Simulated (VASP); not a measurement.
Input of a VASP 6.6.1 run:

Contents of INCAR:

```
SYSTEM = Zn5O
PREC = Accurate
ENCUT = 520
EDIFF = 1E-6
ISMEAR = 0
SIGMA = 0.1
LREAL = .False.
LASPH = .True.
NELM = 60
ALGO = Normal
ISIF = 2
LWAVE = .False.
LCHARG = .False.
GGA = PE
NBANDS = 42
```

File KPOINTS:

```
regular mesh
0
Gamma
  4 4 6
  0 0 0
```

File POSCAR:

```
Zn5O
1.0
    6.1022624373      0.0000000000      0.0000000000
    0.0000000000      6.1022624373      0.0000000000
    0.0000000000      0.0000000000      2.8341615415
Zn O
5 1
Direct
    0.2804882063      0.2804882063      0.5000000000
    0.7195117937      0.7195117937      0.5000000000
    0.2804882063      0.7195117937      0.5000000000
    0.7195117937      0.2804882063      0.5000000000
    0.0000000000      0.0000000000      0.5000000000
    0.5000000000      0.5000000000      0.0000000000
```

Potentials or basis: VASP PAW PBE potentials, release 64 (Zn, O).

Launch:

```bash
$ cat potpaw_PBE.64/Zn/POTCAR potpaw_PBE.64/O/POTCAR > POTCAR
$ mpirun -np 1 vasp_std > vasp.out
```

(1) What does it give for the band gap on the k mesh?

(2) Estimate the pressure.

## Answers

(1) zero (bands 33 and 34 overlap by 2.32 eV).

(2) 0.2 GPa.

Caveat: the k points lie up to 0.37 Å⁻¹ apart, too coarse for converged energies and pressures of a metal.
